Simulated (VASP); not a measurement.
# Nd2CdC2 (P4/mbm) in VASP: notebook

Nd2CdC2 is run at these levels: PBE; tasks: relaxation of cell and atoms, single point.

Program: VASP 6.6.1. These are calculated values, not measurements. Logs are shortened: lines on timing, memory, paths and dates and some standing lists are left out, and cuts for length are marked.

### 1 The cell of the first run

It takes space group P4/mbm (No. 127, tetragonal). The conventional cell has a = 7.217 Å, b = 7.217 Å, c = 3.564 Å, α = 90.00°, β = 90.00°, γ = 90.00°. Within 3.9 Å of Nd (site symmetry m2m) lie 6 C at 2.73 to 3.05 Å and 4 Cd at 3.17 Å and 7 Nd at 3.56 to 3.90 Å. Within 4.2 Å of Cd (site symmetry 4/m) lie 8 C at 3.16 to 4.12 Å and 8 Nd at 3.17 Å and 2 Cd at 3.56 Å. Within 1.8 Å of C (site symmetry m2m) lie 1 C at 1.37 Å.

The cell was generated, and may not be a known phase.

### 2 Relaxation of cell and atoms, PBE

Contents of INCAR:

```
SYSTEM = Nd2CdC2
PREC = Accurate
ENCUT = 600
EDIFF = 1E-7
ISMEAR = 0
SIGMA = 0.1
LREAL = .False.
LASPH = .True.
NELM = 200
ALGO = Normal
ISIF = 3
LWAVE = .False.
LCHARG = .False.
GGA = PE
IBRION = 2
NSW = 100
EDIFFG = -0.01
GGA_COMPAT = .False.
NELMIN = 4
LMAXMIX = 6
```

Contents of KPOINTS:

```
regular mesh
0
Gamma
  4 4 10
  0 0 0
```

Contents of POSCAR:

```
Nd2CdC2
1.0
    7.2165865084      0.0000000000      0.0000000000
    0.0000000000      7.2165865084      0.0000000000
    0.0000000000      0.0000000000      3.5637553892
Nd Cd C
4 2 4
Direct
    0.8091530253      0.3091530253      0.5000000000
    0.6908469747      0.8091530253      0.5000000000
    0.1908469747      0.6908469747      0.5000000000
    0.3091530253      0.1908469747      0.5000000000
    0.5000000000      0.5000000000      0.0000000000
    0.0000000000      0.0000000000      0.0000000000
    0.4329099191      0.9329099191      0.0000000000
    0.9329099191      0.5670900809      0.0000000000
    0.0670900809      0.4329099191      0.0000000000
    0.5670900809      0.0670900809      0.0000000000
```

Potentials or basis: VASP PAW PBE potentials, release 64 (Nd_3, Cd, C), 4f in core.

The run is started by

```console
$ cat potpaw_PBE.64/Nd_3/POTCAR potpaw_PBE.64/Cd/POTCAR potpaw_PBE.64/C/POTCAR > POTCAR
$ mpirun -np 1 vasp_std > vasp.out
```

OUTCAR:

```text
SYSTEM = Nd2CdC2
   PREC = Accurate
   ENCUT = 600
   EDIFF = 1E-7
   ISMEAR = 0
   LREAL = .False.
   LASPH = .True.
   NELM = 200
   ISIF = 3
   GGA = PE
   IBRION = 2
   NSW = 100
   EDIFFG = -0.01
   NELMIN = 4

 ion  position               nearest neighbor table
   1  0.809  0.309  0.500-   8 2.73   9 2.73   8 2.73   9 2.73   5 3.17   6 3.17   5 3.17   6 3.17
                             2 3.71   4 3.71   2 3.71   4 3.71
   2  0.691  0.809  0.500-   7 2.73  10 2.73   7 2.73  10 2.73   5 3.17   6 3.17   5 3.17   6 3.17
                             1 3.71   3 3.71   1 3.71   3 3.71
   3  0.191  0.691  0.500-   8 2.73   9 2.73   8 2.73   9 2.73   5 3.17   6 3.17   5 3.17   6 3.17
                             2 3.71   4 3.71   4 3.71   2 3.71
   4  0.309  0.191  0.500-   7 2.73  10 2.73   7 2.73  10 2.73   5 3.17   6 3.17   5 3.17   6 3.17
                             1 3.71   3 3.71   3 3.71   1 3.71
   5  0.500  0.500  0.000-   1 3.17   2 3.17   3 3.17   4 3.17   1 3.17   2 3.17   3 3.17   4 3.17

   6  0.000  0.000  0.000-   1 3.17   2 3.17   3 3.17   4 3.17   1 3.17   2 3.17   3 3.17   4 3.17

   7  0.433  0.933  0.000-  10 1.37   4 2.73   2 2.73   2 2.73   4 2.73
   8  0.933  0.567  0.000-   9 1.37   3 2.73   1 2.73   1 2.73   3 2.73
   9  0.067  0.433  0.000-   8 1.37   3 2.73   1 2.73   1 2.73   3 2.73
  10  0.567  0.067  0.000-   7 1.37   4 2.73   2 2.73   2 2.73   4 2.73

  LATTYP: Found a simple tetragonal cell.
 ALAT       =     7.2165865084
 C/A-ratio  =     0.4938284028

  Lattice vectors:

 A1 = (   7.2165865084,   0.0000000000,   0.0000000000)
 A2 = (   0.0000000000,   7.2165865084,   0.0000000000)
 A3 = (   0.0000000000,   0.0000000000,   3.5637553892)

Analysis of symmetry for initial positions (statically):
=====================================================================
 Subroutine PRICEL returns:
 Original cell was already a primitive cell.

 Routine SETGRP: Setting up the symmetry group for a
 simple tetragonal supercell.

 Subroutine GETGRP returns: Found 16 space group operations
 (whereof  8 operations were pure point group operations)
 out of a pool of 16 trial point group operations.

The static configuration has the point symmetry C_4h.
 The point group associated with its full space group is D_4h.

Analysis of symmetry for dynamics (positions and initial velocities):
=====================================================================
 Subroutine PRICEL returns:
 Original cell was already a primitive cell.

 Routine SETGRP: Setting up the symmetry group for a
 simple tetragonal supercell.

 Subroutine GETGRP returns: Found 16 space group operations
 (whereof  8 operations were pure point group operations)
 out of a pool of 16 trial point group operations.

The dynamic configuration has the point symmetry C_4h.
 The point group associated with its full space group is D_4h.

 Subroutine INISYM returns: Found 16 space group operations
 (whereof  8 operations are pure point group operations),
 and found     1 'primitive' translations

----------------------------------------------------------------------------------------

                                     Primitive cell

  volume of cell :     185.5972

  direct lattice vectors                    reciprocal lattice vectors
     7.216586508  0.000000000  0.000000000     0.138569668  0.000000000  0.000000000
     0.000000000  7.216586508  0.000000000     0.000000000  0.138569668  0.000000000
     0.000000000  0.000000000  3.563755389     0.000000000  0.000000000  0.280602873

  length of vectors
     7.216586508  7.216586508  3.563755389     0.138569668  0.138569668  0.280602873

  position of ions in fractional coordinates (direct lattice)
     0.809153025  0.309153025  0.500000000
     0.690846975  0.809153025  0.500000000
     0.190846975  0.690846975  0.500000000
     0.309153025  0.190846975  0.500000000
     0.500000000  0.500000000  0.000000000
     0.000000000  0.000000000  0.000000000
     0.432909919  0.932909919  0.000000000
     0.932909919  0.567090081  0.000000000
     0.067090081  0.432909919  0.000000000
     0.567090081  0.067090081  0.000000000

  ion indices of the primitive-cell ions
   primitive index   ion index
                 1           1
                 2           2
                 3           3
                 4           4
                 5           5
                 6           6
                 7           7
                 8           8
                 9           9
                10          10

----------------------------------------------------------------------------------------

 KPOINTS: regular mesh

Automatic generation of k-mesh.
 Grid dimensions read from file:
 generate k-points for:    4    4   10

 Generating k-lattice:

  Cartesian coordinates                     Fractional coordinates (reciprocal lattice)
     0.034642417  0.000000000  0.000000000     0.250000000  0.000000000  0.000000000
     0.000000000  0.034642417  0.000000000     0.000000000  0.250000000  0.000000000
     0.000000000  0.000000000  0.028060287     0.000000000  0.000000000  0.100000000

  Length of vectors
     0.034642417  0.034642417  0.028060287

  Shift w.r.t. Gamma in fractional coordinates (k-lattice)
     0.000000000  0.000000000  0.000000000

 Subroutine IBZKPT returns following result:
 ===========================================

 Found     36 irreducible k-points:

 Following reciprocal coordinates:
            Coordinates               Weight
  0.000000  0.000000  0.000000      1.000000
  0.250000  0.000000  0.000000      4.000000
  0.500000  0.000000  0.000000      2.000000
  0.250000  0.250000  0.000000      4.000000
  0.500000  0.250000  0.000000      4.000000
  0.500000  0.500000  0.000000      1.000000
[... 16 lines left out ...]
  0.500000  0.250000  0.300000      8.000000
  0.500000  0.500000  0.300000      2.000000
 [... further k-points ...]
   k-points           NKPTS =     36   k-points in BZ     NKDIM =     36   number of bands    NBANDS=     50
   number of dos      NEDOS =    301   number of ions     NIONS =     10
   total plane-waves  NPLWV = 100800
   dimension x,y,z NGX =    60 NGY =   60 NGZ =   28
   dimension x,y,z NGXF=   120 NGYF=  120 NGZF=   56
   ions per type =               4   2   4
   NGX,Y,Z   is equivalent  to a cutoff of  13.82, 13.82, 13.06 a.u.
   NGXF,Y,Z  is equivalent  to a cutoff of  27.64, 27.64, 26.12 a.u.
 SYSTEM =  Nd2CdC2
   PREC   = accura    normal or accurate (medium, high low for compatibility)
   ISTART =      0    job   : 0-new  1-cont  2-samecut
   ICHARG =      2    charge: 1-file 2-atom 10-const
   ISPIN  =      1    spin polarized calculation?
   LNONCOLLINEAR =      F non collinear calculations
   LSORBIT =      F    spin-orbit coupling
   LASPH  =      T    aspherical Exc in radial PAW
   ENCUT  =  600.0 eV  44.10 Ry    6.64 a.u.  14.41 14.41  7.12*2*pi/ulx,y,z
   NELM   =    200;   NELMIN=  4; NELMDL= -5     # of ELM steps
   EDIFF  = 0.1E-06   stopping-criterion for ELM
   LREAL  =      F    real-space projection
   EDIFFG = -.1E-01   stopping-criterion for IOM
   NSW    =    100    number of steps for IOM
   IBRION =      2    ionic relax: 0-MD 1-quasi-New 2-CG
   NFREE  =      1    steps in history (QN), initial steepest desc. (CG)
   ISIF   =      3    stress and relaxation
   ISYM   =      2    0-nonsym 1-usesym 2-fastsym
   POTIM  = 0.5000    time-step for ionic-motion
   TEBEG  =    0.0;   TEEND  =   0.0 temperature during run
   PSTRESS=    0.0 pullay stress
   NELECT =      84.0000    total number of electrons
   NUPDOWN=      -1.0000    fix difference up-down
   EMIN   =  10.00;   EMAX   =-10.00  energy-range for DOS
   EFERMI =   0.00;   METHOD = LEGACY
   ISMEAR =     0;   SIGMA  =   0.10  broadening in eV -4-tet -1-fermi 0-gaus
   EFERMI_NEDOS =   21; number of points for ismear=-14 and -15
   IALGO  =     38    algorithm
   IMIX   =      4    mixing-type and parameters
     AMIX     =   0.40;   BMIX     =  1.00
     AMIX_MAG =   1.60;   BMIX_MAG =  1.00
  volume/ion in A,a.u.               =      18.56       125.25
  Fermi-wavevector in a.u.,A,eV,Ry     =   1.256929  2.375251 21.495444  1.579871
  Thomas-Fermi vector in A             =   2.390613
   LORBIT       =      0    0 simple, 1 ext, 2 COOP (PROOUT), +10 PAW based schemes
   GGA     = PE    functional components
   LHFCALC =     F    Hartree Fock is set to
   AEXX    =    0.0000 exact exchange contribution
   IVDW    =     0    specifies the selected vdW correction
   LEPSILON=     F    determine dielectric tensor
   LRPA    =     F    only Hartree local field effects (RPA)
 conjugate gradient relaxation of ions
 non-spin polarized calculation
 Gauss-broadening in eV      SIGMA  =   0.10
  energy-cutoff  :      600.00
  volume of cell :      185.60
 maximum number of plane-waves:      6232
 NGX is ok and might be reduce to    60
   NGX = 29   NGY = 29   NGZ = 15

--------------------------------------- Ionic step        1  -------------------------------------------

 number of electron      83.9999986 magnetization

 Free energy of the ion-electron system (eV)
  ---------------------------------------------------
  ext. energy  EPLUGINS =         0.00000000
  ---------------------------------------------------
  free energy    TOTEN  =       -57.56474745 eV

  energy without entropy =      -57.54500852  energy(sigma->0) =      -57.55487798

------------------------ aborting loop because EDIFF is reached ----------------------------------------

  FORCE on cell =-STRESS in cart. coord.  units (eV):
  Direction    XX          YY          ZZ          XY          YZ          ZX
  --------------------------------------------------------------------------------------
  -------------------------------------------------------------------------------------
  Total        0.8631316      0.8631316     -0.0437344      0.0000000      0.0000000      0.0000000
  in kB        7.4510254      7.4510254     -0.3775395      0.0000000      0.0000000      0.0000000
  external PRESSURE =       4.8415038 kB  Pullay stress =       0.0000000 kB
[... 205 lines left out ...]
  energy  without entropy=      -57.5480768856  energy(sigma->0) =      -57.55802962

--------------------------------------- Ionic step        6  -------------------------------------------

 number of electron      83.9999987 magnetization

 Free energy of the ion-electron system (eV)
  ---------------------------------------------------
  ext. energy  EPLUGINS =         0.00000000
  ---------------------------------------------------
  free energy    TOTEN  =       -57.56818812 eV

  energy without entropy =      -57.54834850  energy(sigma->0) =      -57.55826831

 E-fermi :   4.5631     XC(G=0): -10.9119

 val. band max:        4.5467211194   @ k =   0.2500   0.0000   0.3000
 cond. band min:       4.5693002729   @ k =   0.0000   0.0000   0.4000
 fundamental gap:      0.0225791535
 Fermi energy:         4.5631057602

 k-point     1 :       0.0000    0.0000    0.0000
  band No.  band energies     occupation
      1     -33.2961      2.00000
      2     -33.2465      2.00000
      3     -33.2465      2.00000
      4     -33.2227      2.00000
      5     -15.0641      2.00000
      6     -14.8318      2.00000
[... 1261 lines left out ...]
     49       6.8600      0.00000
     50       6.8600      0.00000

 [... further k-points ...]

------------------------ aborting loop because EDIFF is reached ----------------------------------------

  FORCE on cell =-STRESS in cart. coord.  units (eV):
  Direction    XX          YY          ZZ          XY          YZ          ZX
  --------------------------------------------------------------------------------------
  -------------------------------------------------------------------------------------
  Total        0.0138094      0.0138094     -0.0089492      0.0000000     -0.0000000      0.0000000
  in kB        0.1186092      0.1186092     -0.0768650      0.0000000     -0.0000000      0.0000000
  external PRESSURE =       0.0534511 kB  Pullay stress =       0.0000000 kB
[... 25 lines left out ...]
  FREE ENERGIE OF THE ION-ELECTRON SYSTEM (eV)
  ---------------------------------------------------
  free  energy   TOTEN  =       -57.5681881250 eV

  energy  without entropy=      -57.5483485025  energy(sigma->0) =      -57.55826831

 reached required accuracy - stopping structural energy minimisation
```

It took 31 min on 1 thread of AMD EPYC 7R13 (Zen 3), shared host; peak memory 0.52 GiB.

Results:

- Free energy: -57.5682 eV
- Relaxed volume: 18.65 Å³/atom
- Relaxed cell: a = 7.248 Å, b = 7.248 Å, c = 3.551 Å, α = 90.00°, β = 90.00°, γ = 90.00°
- Space group after relaxing (to 0.1 Å): P4/mbm (No. 127)
- Energy gained by relaxing: 0.3 meV/atom
- Ionic steps: 6
- Pressure after relaxing: 0.0 GPa
- Largest force after relaxing: 0.007 eV/Å
- Band gap on the k mesh: zero (bands 42 and 43 overlap by 1.12 eV)

Forces on the atoms (eV/Å):
```
Nd   0.000  0.000  0.000
Nd   0.000  0.000  0.000
Nd   0.000  0.000  0.000
Nd   0.000  0.000  0.000
Cd   0.000  0.000  0.000
Cd   0.000  0.000  0.000
C   -0.005 -0.005  0.000
C   -0.005  0.005  0.000
C    0.005 -0.005  0.000
C    0.005  0.005  0.000
```

The path:
| step | energy change (eV) | largest force (eV/Å) | pressure (GPa) | volume (Å³) |
| --- | --- | --- | --- | --- |
| 1 | 0.0000 | 0.1629 | 0.48 | 185.60 |
| 2 | 0.0077 | 0.5524 | -0.86 | 187.11 |
| 3 | -0.0018 | 0.0644 | 0.07 | 186.05 |
| 4 | -0.0029 | 0.0283 | -0.02 | 186.41 |
| 5 | -0.0032 | 0.0110 | -0.11 | 186.80 |
| 6 | -0.0034 | 0.0071 | 0.01 | 186.54 |

Final structure:
```xyz
10
Lattice="7.2479 0.0000 0.0000 0.0000 7.2479 0.0000 0.0000 0.0000 3.5509" Properties=species:S:1:pos:R:3 pbc="T T T"
Nd    5.8660    2.2421    1.7755
Nd    5.0058    5.8660    1.7755
Nd    1.3819    5.0058    1.7755
Nd    2.2421    1.3819    1.7755
Cd    3.6239    3.6239    3.5509
Cd    0.0000    0.0000    3.5509
C     3.1385    6.7625    0.0000
C     6.7625    4.1094    0.0000
C     0.4854    3.1385    0.0000
C     4.1094    0.4854    0.0000
```

Caveat: spin-orbit coupling is left out, which moves the levels of the heavy elements; the 4f electrons are frozen in the core, so they carry no moment and show no levels. Spin polarisation is off, so any magnetic state and its effect on volume and gap are missing.

### 3 Single point, PBE

Contents of INCAR:

```
  PREC = Accurate
  ENCUT = 600
  EDIFF = 1E-6
  ISMEAR = 0
  SIGMA = 0.1
  LREAL = False
  LASPH = True
  NELM = 200
  ALGO = Normal
  ISIF = 2
  LWAVE = False
  LCHARG = False
  GGA = PE
  NBANDS = 53
  GGA_COMPAT = False
  LMAXMIX = 6
```

Contents of KPOINTS:

```
Automatic mesh
0
Gamma
  4 4 10
```

Contents of POSCAR:

```
Nd2CdC2
1.0
    7.2324153323      0.0000000000      0.0000000000
    0.0000000000      7.2324153323      0.0000000000
    0.0000000000      0.0000000000      3.5478415436
Nd Cd C
4 2 4
Direct
    0.8089194106      0.3089194106      0.5000000000
    0.6910805894      0.8089194106      0.5000000000
    0.1910805894      0.6910805894      0.5000000000
    0.3089194106      0.1910805894      0.5000000000
    0.5000000000      0.5000000000      0.0000000000
    0.0000000000      0.0000000000      0.0000000000
    0.4329804465      0.9329804465      0.0000000000
    0.9329804465      0.5670195535      0.0000000000
    0.0670195535      0.4329804465      0.0000000000
    0.5670195535      0.0670195535      0.0000000000
```

Potentials or basis: VASP PAW PBE potentials, release 64 (Nd_3, Cd, C), 4f in core.

The run is started by

```console
$ cat potpaw_PBE.64/Nd_3/POTCAR potpaw_PBE.64/Cd/POTCAR potpaw_PBE.64/C/POTCAR > POTCAR
$ mpirun -np 1 vasp_std > vasp.out
```

Run time: 3.4 min. Hardware: 1 thread of Intel Xeon 6975P-C (Granite Rapids), shared host; peak memory 0.53 GiB.

It converged, with:

| Item | Value |
| --- | --- |
| Free energy | -57.5668 eV |
| Pressure | 0.4 GPa |
| Largest force | 0.084 eV/Å |
| Band gap on the k mesh | zero (bands 42 and 43 overlap by 1.12 eV) |

Forces on the atoms (eV/Å):
```
Nd   0.006  0.006  0.000
Nd  -0.006  0.006  0.000
Nd  -0.006 -0.006  0.000
Nd   0.006 -0.006  0.000
Cd   0.000  0.000  0.000
Cd   0.000  0.000  0.000
C   -0.059 -0.059  0.000
C   -0.059  0.059  0.000
C    0.059 -0.059  0.000
C    0.059  0.059  0.000
```

Stress tensor (GPa, compression positive):
```
0.51 0.00 0.00
0.00 0.51 0.00
0.00 0.00 0.32
```

Levels at points of the mesh, in eV from the Fermi level:
| k point | band 39 | band 40 | band 41 | band 42 | band 43 | band 44 | band 45 | band 46 |
| --- | --- | --- | --- | --- | --- | --- | --- | --- |
| (0.00, 0.00, 0.00) | -0.67 | -0.60 | -0.39 | -0.39 | 0.22 | 0.73 | 0.73 | 1.46 |
| (0.50, 0.00, 0.00) | -0.71 | -0.71 | -0.57 | -0.57 | 0.91 | 0.91 | 1.33 | 1.33 |
| (0.50, 0.50, 0.00) | -0.74 | -0.74 | -0.72 | -0.72 | 1.12 | 1.12 | 1.22 | 1.22 |
| (0.00, 0.00, 0.50) | -1.04 | -1.04 | -0.26 | -0.09 | 0.18 | 0.18 | 0.69 | 0.98 |
| (0.50, 0.00, 0.50) | -1.69 | -1.69 | -0.78 | -0.78 | 0.55 | 0.55 | 1.35 | 1.35 |
| (0.50, 0.50, 0.50) | -1.91 | -1.91 | -1.70 | -1.70 | -0.82 | -0.82 | 2.11 | 2.11 |

Caveat: spin-orbit coupling is left out, which moves the levels of the heavy elements; the 4f electrons are frozen in the core, so they carry no moment and show no levels.

The gap in the log of VASP goes by the Fermi energy; the results here count the filled bands.